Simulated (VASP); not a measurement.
# TaN (P6_3/mmc) in VASP: a series of runs, part 2 of 2

VASP 6.6.1.

### 3 Single point, PBE (volume scaled by 0.91, then relaxed in part)

The input, INCAR:

```
SYSTEM = TaN
  PREC = Accurate
  ENCUT = 520
  EDIFF = 1E-7
  ISMEAR = 0
  SIGMA = 0.1
  LREAL = .FALSE.
  LASPH = .TRUE.
  NELM = 60
  ALGO = Normal
  ISIF = 2
  LWAVE = .FALSE.
  LCHARG = .FALSE.
  GGA = PE
  NBANDS = 24
```

The input, KPOINTS:

```
regular mesh
0
G
  18 18 8
  0 0 0
```

The input, POSCAR:

```
TaN
1.0
    2.8197710149      0.0000000000      0.0000000000
   -1.4098855075      2.4419933317      0.0000000000
    0.0000000000      0.0000000000      5.7607055400
Ta N
2 2
Direct
    0.0000000000      0.0000000000      0.0000000000
    0.0000000000      0.0000000000      0.5000000000
    0.3333333333      0.6666666667      0.2500000000
    0.6666666667      0.3333333333      0.7500000000
```

Potentials or basis: VASP PAW PBE potentials, release 64 (Ta_pv, N).

Started as:

```bash
> cat potpaw_PBE.64/Ta_pv/POTCAR potpaw_PBE.64/N/POTCAR > POTCAR
> mpirun -np 1 vasp_std > vasp.out
```

OUTCAR:

```text
SYSTEM = TaN
   PREC = Accurate
   ENCUT = 520
   EDIFF = 1E-7
   ISMEAR = 0
   LREAL = .FALSE.
   LASPH = .TRUE.
   NELM = 60
   ISIF = 2
   GGA = PE

 ion  position               nearest neighbor table
   1  0.000  0.000  0.000-   3 2.17   4 2.17   3 2.17   4 2.17   4 2.17   3 2.17   2 2.88   2 2.88

   2  0.000  0.000  0.500-   3 2.17   4 2.17   3 2.17   4 2.17   4 2.17   3 2.17   1 2.88   1 2.88

   3  0.333  0.667  0.250-   1 2.17   2 2.17   1 2.17   2 2.17   1 2.17   2 2.17
   4  0.667  0.333  0.750-   1 2.17   2 2.17   1 2.17   2 2.17   1 2.17   2 2.17

  LATTYP: Found a hexagonal cell.
 ALAT       =     2.8197710149
[... 851 lines left out ...]
  -------------------------------------------------------------------------------------
  Total        9.5997781      9.5997781      9.6362802     -0.0000000     -0.0000000     -0.0000000
  in kB      387.7374817    387.7374817    389.2118090     -0.0000000     -0.0000000     -0.0000000
  external PRESSURE =     388.2289241 kB  Pullay stress =       0.0000000 kB

 VOLUME and BASIS-vectors are now :
 -----------------------------------------------------------------------------
  energy-cutoff  :      520.00
  volume of cell :       39.67
      direct lattice vectors                 reciprocal lattice vectors
     2.819771015  0.000000000  0.000000000     0.354638726  0.204750764  0.000000000
    -1.409885508  2.441993332  0.000000000     0.000000000  0.409501528  0.000000000
     0.000000000  0.000000000  5.760705540     0.000000000  0.000000000  0.173589848

 POSITION                                       TOTAL-FORCE (eV/Angst)
 -----------------------------------------------------------------------------------
      0.00000      0.00000      0.00000        -0.000000     -0.000000     -0.000000
      0.00000      0.00000      2.88035        -0.000000     -0.000000     -0.000000
     -0.00000      1.62800      1.44018         0.000000     -0.000000     -0.000000
      1.40989      0.81400      4.32053        -0.000000      0.000000      0.000000
 -----------------------------------------------------------------------------------
    total drift:                               -0.000000      0.000000      0.000000

  FREE ENERGIE OF THE ION-ELECTRON SYSTEM (eV)
  ---------------------------------------------------
  free  energy   TOTEN  =       -43.5791816687 eV

  energy  without entropy=      -43.5743430252  energy(sigma->0) =      -43.57676235
```

Run time: 1.7 min. Hardware: 1 thread of Intel Xeon Platinum 8488C (Sapphire Rapids), shared host; peak memory 0.28 GiB.

What came out:

```yaml
Free_energy: -43.5792 eV
Pressure: 38.8 GPa
Band_gap_on_the_k_mesh: zero (band 16 reaches 9.74 eV, above the bottom of band 17 at 8.60 eV)
```

Stress tensor (GPa, compression positive):
```
38.77  0.00  0.00
 0.00 38.77  0.00
 0.00  0.00 38.92
```

Caveat: spin-orbit coupling is left out, which moves the levels of the heavy elements.

### 4 Single point, PBE (volume scaled by 0.94, then relaxed in part)

The input, INCAR:

```
ALGO = Normal
EDIFF = 1E-6
ENCUT = 520
GGA = PE
ISIF = 2
ISMEAR = 0
LASPH = T
LCHARG = F
LREAL = F
LWAVE = F
NBANDS = 24
NELM = 100
PREC = Accurate
SIGMA = 0.1
```

The input, KPOINTS:

```
k-points
0
Gamma
  18 18 8
```

The input, POSCAR:

```
TaN
1.0
    2.8529905255      0.0000000000      0.0000000000
   -1.4264952628      2.4707622718      0.0000000000
    0.0000000000      0.0000000000      5.8128506289
Ta N
2 2
Direct
    0.0000000000      0.0000000000      0.0000000000
    0.0000000000      0.0000000000      0.5000000000
    0.3333333333      0.6666666667      0.2500000000
    0.6666666667      0.3333333333      0.7500000000
```

Started as:

```bash
> cat potpaw_PBE.64/Ta_pv/POTCAR potpaw_PBE.64/N/POTCAR > POTCAR
> mpirun -np 1 vasp_std > vasp.out
```

Run time: 93 s. Hardware: 1 thread of Intel Xeon Platinum 8488C (Sapphire Rapids), shared host; peak memory 0.28 GiB.

It converged, with:

```yaml
Free_energy: -43.8351 eV
Pressure: 24.0 GPa
Band_gap_on_the_k_mesh: zero (band 16 reaches 9.37 eV, above the bottom of band 17 at 8.29 eV)
```

Stress tensor (GPa, compression positive):
```
23.97  0.00  0.00
 0.00 23.97  0.00
 0.00  0.00 24.10
```

Levels at points of the mesh, in eV from the Fermi level:
```csv
k point,band 12,band 13,band 14,band 15,band 16,band 17,band 18,band 19,band 20,band 21
"(0.00, 0.00, 0.00)",-4.59,-3.60,-2.03,-2.03,-0.25,-0.25,0.63,0.63,2.46,3.85
"(0.50, 0.00, 0.00)",-5.55,-4.14,-3.99,-2.85,-2.34,3.07,4.46,5.32,5.75,5.96
"(0.00, 0.00, 0.50)",-4.02,-4.02,-4.02,-0.74,-0.74,1.08,1.08,1.08,1.08,4.66
"(0.50, 0.00, 0.50)",-6.12,-4.53,-4.53,-2.35,-2.35,4.26,4.26,5.21,5.21,6.17
```

Caveat: spin-orbit coupling is left out, which moves the levels of the heavy elements.

### 5 Single point, PBE (volume scaled by 0.97, then relaxed in part)

The input, INCAR:

```
ALGO     = Normal         # electronic algorithm
EDIFF    = 1E-7           # SCF threshold, eV
ENCUT    = 520            # plane-wave cutoff, eV
GGA      = PE             # functional
ISIF     = 2              # what is computed and relaxed
ISMEAR   = 0              # smearing method
LASPH    = T              # aspherical terms in the spheres
LCHARG   = F              # write CHGCAR
LREAL    = F              # projectors in reciprocal space
LWAVE    = F              # write WAVECAR
NBANDS   = 24             # bands
NELM     = 60             # most SCF steps
PREC     = Accurate       # precision mode
SIGMA    = 0.1            # smearing width, eV
```

KPOINTS is that of step 4.

The input, POSCAR:

```
TaN
1.0
    2.8854285784      0.0000000000      0.0000000000
   -1.4427142892      2.4988544497      0.0000000000
    0.0000000000      0.0000000000      5.8642576740
Ta N
2 2
Direct
    0.0000000000      0.0000000000      0.0000000000
    0.0000000000      0.0000000000      0.5000000000
    0.3333333333      0.6666666667      0.2500000000
    0.6666666667      0.3333333333      0.7500000000
```

Started as:

```bash
> cat potpaw_PBE.64/Ta_pv/POTCAR potpaw_PBE.64/N/POTCAR > POTCAR
> mpirun -np 1 vasp_std > vasp.out
```

It took 1.8 min on 1 thread of Intel Xeon Platinum 8488C (Sapphire Rapids), shared host; peak memory 0.28 GiB.

The run converged. Its results:

* Free energy: -43.9795 eV
* Pressure: 11.4 GPa
* Band gap on the k mesh: zero (band 16 reaches 9.02 eV, above the bottom of band 17 at 7.99 eV)

Stress tensor (GPa, compression positive):
```
11.39  0.00  0.00
 0.00 11.39  0.00
 0.00  0.00 11.50
```

Levels at points of the mesh, in eV from the Fermi level:
```tsv
k point	band 13	band 14	band 15	band 16	band 17	band 18	band 19	band 20
(0.00, 0.00, 0.00)	-3.55	-2.00	-2.00	-0.24	-0.24	0.60	0.60	2.39
(0.50, 0.00, 0.00)	-4.14	-3.84	-2.82	-2.23	2.96	4.20	5.07	5.44
(0.00, 0.00, 0.50)	-3.93	-3.93	-0.70	-0.70	1.03	1.03	1.03	1.03
(0.50, 0.00, 0.50)	-4.43	-4.43	-2.28	-2.28	4.07	4.07	4.98	4.98
```

Caveat: spin-orbit coupling is left out, which moves the levels of the heavy elements.

### 6 The runs side by side

| cell | gap on the mesh (eV) | pressure (GPa) |
| --- | --- | --- |
| a = 2.786, b = 2.786, c = 5.708 Å, angles 90.0, 90.0, 120.0°, 4 atoms | none | 56.2 |
| a = 2.820, b = 2.820, c = 5.761 Å, angles 90.0, 90.0, 120.0°, 4 atoms | none | 38.8 |
| a = 2.853, b = 2.853, c = 5.813 Å, angles 90.0, 90.0, 120.0°, 4 atoms | none | 24.0 |
| a = 2.885, b = 2.885, c = 5.864 Å, angles 90.0, 90.0, 120.0°, 4 atoms | none | 11.4 |

Alike in all rows: task single point; level PBE; potentials or basis VASP PAW PBE potentials, release 64 (Ta_pv, N); no spin polarisation; k mesh 18 × 18 × 8; cutoff (eV) 520; smearing gaussian 0.1 eV.

Caveats: spin-orbit coupling is left out, which moves the levels of the heavy elements.

Total energies depend on the potentials used, so only differences within one code and one set of settings carry meaning.
